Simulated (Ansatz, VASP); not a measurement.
## Two plane-wave programs on ZnO

The input POSCAR:

```
ZnO
1.0
    3.2353408669      0.0000000000      0.0000000000
   -1.6176704335      2.8018873806      0.0000000000
    0.0000000000      0.0000000000      5.0025137583
Zn O
2 2
Direct
    0.3333333333      0.6666666667     -0.0083871209
    0.6666666667      0.3333333333      0.4916128791
    0.3333333333      0.6666666667      0.3833871209
    0.6666666667      0.3333333333      0.8833871209
```

File INCAR.step1:

```
SYSTEM = ZnO
PREC = Accurate
ENCUT = 520
ISMEAR = 0
SIGMA = 0.01
LREAL = .False.
LASPH = .True.
NELM = 80
NBANDS = 26
GGA = PE
ALGO = Normal
EDIFF = 1E-4
LWAVE = .True.
LCHARG = .False.
```

Contents of INCAR.step2:

```
SYSTEM = ZnO
PREC = Accurate
ENCUT = 520
EDIFF = 1E-7
ISMEAR = 0
SIGMA = 0.01
LREAL = .False.
LASPH = .True.
NELM = 80
ALGO = Normal
ISIF = 2
LWAVE = .False.
LCHARG = .False.
METAGGA = R2SCAN
LMIXTAU = .True.
NBANDS = 26
ISTART = 1
```

KPOINTS

```
regular mesh
0
Gamma
  12 12 6
  0 0 0
```

Input for Ansatz:

```yaml
crystal:
  lattice:
    - [3.2353408669, 0.0, 0.0]
    - [-1.6176704335, 2.8018873806, 0.0]
    - [0.0, 0.0, 5.0025137583]
  atoms:
    - { symbol: Zn, position: [0.3333333333, 0.6666666667, -0.0083871209] }
    - { symbol: Zn, position: [0.6666666667, 0.3333333333, 0.4916128791] }
    - { symbol: O, position: [0.3333333333, 0.6666666667, 0.3833871209] }
    - { symbol: O, position: [0.6666666667, 0.3333333333, 0.8833871209] }
kpoints:
  mp_grid: { grid: [12, 12, 6] }
  band_path:
    path:
      - [0.0, 0.0, 0.0]
      - [0.5, 0.0, 0.0]
      - [0.3333333333, 0.3333333333, 0.0]
      - [0.0, 0.0, 0.5]
      - [0.5, 0.0, 0.5]
      - [0.3333333333, 0.3333333333, 0.5]
    npoints: 1
hamiltonian:
  xc: r2scan
scf:
  occupations: { method: fixed }
  n_extra_bands: 5
output:
  forces: true
  stress: true
  eigenvalues: true
  write_density: true
  write_potential: true
  elf: true
  volumetric_format: npy
```

Change from the starting cell: uniaxial_z strain -4.0%.

Alike in both runs: task single point; functional r2SCAN; k mesh 12 × 12 × 6; no spin polarisation.

|  | VASP | Ansatz |
| --- | --- | --- |
| version | VASP 6.6.1 | Ansatz 0.2.0 |
| potentials or method | VASP PAW PBE potentials, release 64 (Zn, O) | plane waves, PAW |
| plane-wave cutoff (eV) | 520 | 500 |
| occupations | gaussian, width 0.01 eV | fixed |
| valence electrons in the cell | 36 | 36 |

|  | VASP | Ansatz | Ansatz less VASP |
| --- | --- | --- | --- |
| gap on the k mesh at the Fermi level (eV) | 1.34 | 1.34 | +0.002 |
| pressure (GPa) | 7.6 | 6.4 | -1.24 |
| traceless stress, the component that is largest in VASP (GPa) | 2.37 | 2.28 | -0.091 |

VASP's potentials were made for PBE, not for r2SCAN.
